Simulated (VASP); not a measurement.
Crystal: SiC.

```
CELL_PARAMETERS angstrom
3.07569 0.00000 0.00000
-1.53785 2.66363 0.00000
0.00000 0.00000 10.07065
ATOMIC_POSITIONS crystal
Si 0.00000 0.00000 0.18789
Si 0.00000 0.00000 0.68789
Si 0.33333 0.66667 0.43784
Si 0.66667 0.33333 0.93784
C 0.00000 0.00000 0.00046
C 0.00000 0.00000 0.50046
C 0.33333 0.66667 0.24980
C 0.66667 0.33333 0.74980
```

Program: VASP 6.6.1. Alike in all runs: task single point; no spin polarisation; cell as given; cutoff (eV) 520.

**Question.** Order these runs on this cell by their band gap on the k mesh, lowest first.
A. level BLYP+D3(BJ); potentials or basis VASP PAW PBE potentials, release 64 (Si, C); k mesh 10 × 10 × 3; smearing fermi-dirac 0.05 eV
B. level LDA; potentials or basis VASP PAW LDA potentials, release 64 (Si, C); k mesh 10 × 10 × 3; smearing fermi-dirac 0.05 eV
C. level PBE; potentials or basis VASP PAW PBE potentials, release 64 (Si, C); k mesh 3 × 3 × 1; smearing fermi-dirac 0.05 eV
D. level HSE06; potentials or basis VASP PAW PBE potentials, release 64 (Si, C); k mesh 6 × 6 × 2; smearing gaussian 0.01 eV; grid for exact exchange (PRECFOCK) Fast; share of exact exchange 0.25; screening parameter 0.2079 1/Å

**Answer.** B (2.17 eV), A (2.54 eV), C (2.95 eV), D (3.15 eV).

Caveats: some runs use coarse meshes; an odd mesh through Γ misses points on the zone boundary, where band edges can lie (at least some runs); the cell stands under tension (at least some runs).

A k mesh can miss the band edges, odd and even meshes differently.
